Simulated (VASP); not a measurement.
A run of VASP 6.6.1:

File INCAR:

```
PREC = Accurate ; ENCUT = 600
EDIFF = 1E-6 ; ISMEAR = -1
SIGMA = 0.1 ; LREAL = False
LASPH = True ; NELM = 120
ALGO = Normal ; ISIF = 2
LWAVE = False ; LCHARG = False
GGA = PE ; NBANDS = 11
GGA_COMPAT = False
```

Contents of KPOINTS:

```
Automatic mesh
0
Gamma
  10 10 10
```

POSCAR

```
Be2C
1.0
    0.0000000000      2.1655850000      2.1655850000
    2.1655850000      0.0000000000      2.1655850000
    2.1655850000      2.1655850000      0.0000000000
Be C
2 1
Direct
    0.2500000000      0.2500000000      0.2500000000
    0.7500000000      0.7500000000      0.7500000000
    0.0000000000      0.0000000000      0.0000000000
```

Potentials or basis: VASP PAW PBE potentials, release 64 (Be, C).

The run is started by

```sh
$ cat potpaw_PBE.64/Be/POTCAR potpaw_PBE.64/C/POTCAR > POTCAR
$ mpirun -np 1 vasp_std > vasp.out
```

Hardware: 1 thread of Intel(R) Xeon(R) Platinum 8559C (Emerald Rapids), with other jobs on the host.

Q: How long does it take, and how much memory?

A: It took 5.4 s on 1 thread of Intel(R) Xeon(R) Platinum 8559C (Emerald Rapids) (shared host), peak memory 0.13 GiB. Counts: scf iterations 12, k points 47.
